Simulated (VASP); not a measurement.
Here is a VASP 6.6.1 calculation.

File INCAR:

```
SYSTEM = Sr
  PREC = Accurate
  ENCUT = 520
  EDIFF = 1E-6
  ISMEAR = -1
  SIGMA = 0.01
  LREAL = .FALSE.
  LASPH = .TRUE.
  NELM = 60
  ALGO = Normal
  ISIF = 2
  LWAVE = .FALSE.
  LCHARG = .FALSE.
  GGA = PE
  NBANDS = 11
```

Contents of KPOINTS:

```
Automatic mesh
0
G
  9 9 9
  0 0 0
```

POSCAR

```
Sr
1.0
    0.0000000000      3.0191365063      3.0191365063
    3.0191365063      0.0000000000      3.0191365063
    3.0191365063      3.0191365063      0.0000000000
Sr
1
Direct
    0.0000000000      0.0000000000      0.0000000000
```

Potentials or basis: VASP PAW PBE potentials, release 64 (Sr_sv).

Launch:

```bash
$ cat potpaw_PBE.64/Sr_sv/POTCAR > POTCAR
$ mpirun -np 1 vasp_std > vasp.out
```

Q: What does it give for the band gap on the k mesh?

A: 0.09 eV, indirect (least direct gap 0.23 eV).

Q: Predict the pressure.

A: -0.1 GPa.

A k mesh can miss the band edges.
